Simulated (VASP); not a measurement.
Here is a VASP 6.6.1 calculation.

The input POSCAR:

```
Ir
1.0
    2.7015893386      0.0000000000      0.0000000000
   -1.3507946693      2.3396449978      0.0000000000
    0.0000000000      0.0000000000      4.3732474603
Ir
2
Direct
    0.3333333333      0.6666666667      0.7500000000
    0.6666666667      0.3333333333      0.2500000000
```

The input INCAR.step1:

```
  ALGO = Normal
  EDIFF = 1E-4
  ENCUT = 600
  GGA = PE
  ISMEAR = 0
  LASPH = T
  LCHARG = F
  LREAL = F
  LWAVE = T
  NELM = 100
  PREC = Accurate
  SIGMA = 0.05
```

Contents of INCAR.step2:

```
  ALGO = Normal
  EDIFF = 1E-7
  EDIFFG = -0.04
  ENCUT = 600
  IBRION = 2
  ISIF = 4
  ISMEAR = 0
  ISTART = 1
  LASPH = T
  LCHARG = F
  LMIXTAU = T
  LREAL = F
  LWAVE = F
  METAGGA = R2SCAN
  NELM = 100
  NSW = 60
  PREC = Accurate
  SIGMA = 0.05
```

Contents of KPOINTS:

```
k-points
0
Gamma
  18 18 10
```

Potentials or basis: VASP PAW PBE potentials, release 64 (Ir).

Command:

```console
$ cat potpaw_PBE.64/Ir/POTCAR > POTCAR
$ cp INCAR.step1 INCAR
$ mpirun -np 1 vasp_std > vasp.out
$ cp INCAR.step2 INCAR
$ mpirun -np 1 vasp_std > vasp.out
```

(1) Predict the band gap on the k mesh.

## Answers

(1) zero (bands 9 and 10 overlap by 3.60 eV).

Caveat: spin-orbit coupling is left out, which moves the levels of the heavy elements.
